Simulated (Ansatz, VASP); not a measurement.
**One calculation of Be2HgN2, two programs**

INCAR

```
PREC     = Accurate       # precision mode
ENCUT    = 600            # plane-wave cutoff, eV
EDIFF    = 1E-6           # SCF threshold, eV
ISMEAR   = 0              # smearing method
SIGMA    = 0.1            # smearing width, eV
LREAL    = F              # projectors in reciprocal space
LASPH    = T              # aspherical terms in the spheres
NELM     = 100            # most SCF steps
ALGO     = Normal         # electronic algorithm
ISIF     = 3              # what is computed and relaxed
LWAVE    = F              # write WAVECAR
LCHARG   = F              # write CHGCAR
GGA      = PE             # functional
IBRION   = 2              # ionic algorithm
NSW      = 90             # ionic steps
EDIFFG   = -0.04          # ionic threshold
```

File KPOINTS:

```
Automatic mesh
0
Gamma
  8 8 8
```

POSCAR

```
Be2HgN2
1.0
   -1.7182748508      1.7182748508      4.5083449056
    1.7182748508     -1.7182748508      4.5083449056
    1.7182748508      1.7182748508     -4.5083449056
Be Hg N
2 1 2
Direct
    0.2500000000      0.7500000000      0.5000000000
    0.7500000000      0.2500000000      0.5000000000
    0.0000000000      0.0000000000      0.0000000000
    0.6260000000      0.6260000000      0.0000000000
    0.3740000000      0.3740000000      0.0000000000
```

Input for Ansatz:

```yaml
crystal:
  lattice:
    - [-1.7182748508, 1.7182748508, 4.5083449056]
    - [1.7182748508, -1.7182748508, 4.5083449056]
    - [1.7182748508, 1.7182748508, -4.5083449056]
  atoms:
    - { symbol: Be, position: [0.25, 0.75, 0.5] }
    - { symbol: Be, position: [0.75, 0.25, 0.5] }
    - { symbol: Hg, position: [0.0, 0.0, 0.0] }
    - { symbol: "N", position: [0.626, 0.626, 0.0] }
    - { symbol: "N", position: [0.374, 0.374, 0.0] }
basis:
  ecutwfc: 420
kpoints:
  mp_grid: { grid: [8, 8, 8] }
hamiltonian:
  xc: pbe
scf:
  occupations: { method: gaussian, width: 0.1 }
  lower_state_search: "off"
output:
  forces: true
  stress: true
  eigenvalues: true
relax:
  adjacent_minimum: "off"
  f_tol: 0.04
  max_steps: 70
  cell: { stress_tol: 0.4 }
```

Alike in both runs: task relaxation of cell and atoms; functional PBE; k mesh 8 × 8 × 8; occupations gaussian, width 0.1 eV; no spin polarisation.

|  | VASP | Ansatz |
| --- | --- | --- |
| version | VASP 6.6.1 | Ansatz 0.2.0 |
| potentials or method | VASP PAW PBE potentials, release 64 (Be, Hg, N), cutoff 600 eV | scalar-relativistic, plane waves, PAW |
| valence electrons in the cell | 26 | 34 |

Ansatz gave:

* gap on the k mesh at the Fermi level, each at its own relaxed structure (eV): none
* relaxed volume (Å³/atom): 9.96
* relaxed cell length with the largest relative difference (Å): 5.723

**Question.** Estimate VASP's values.

**Answer.** gap on the k mesh at the Fermi level, each at its own relaxed structure (eV): none; relaxed volume (Å³/atom): 10.07; relaxed cell length with the largest relative difference (Å): 5.754.

A gap of «none» marks a metal or a gap that the smearing closes. VASP's potentials hold 26 valence electrons a cell and Ansatz's 34, so a difference there can come from the potentials and not from the codes.

Neither program's run includes spin-orbit coupling.
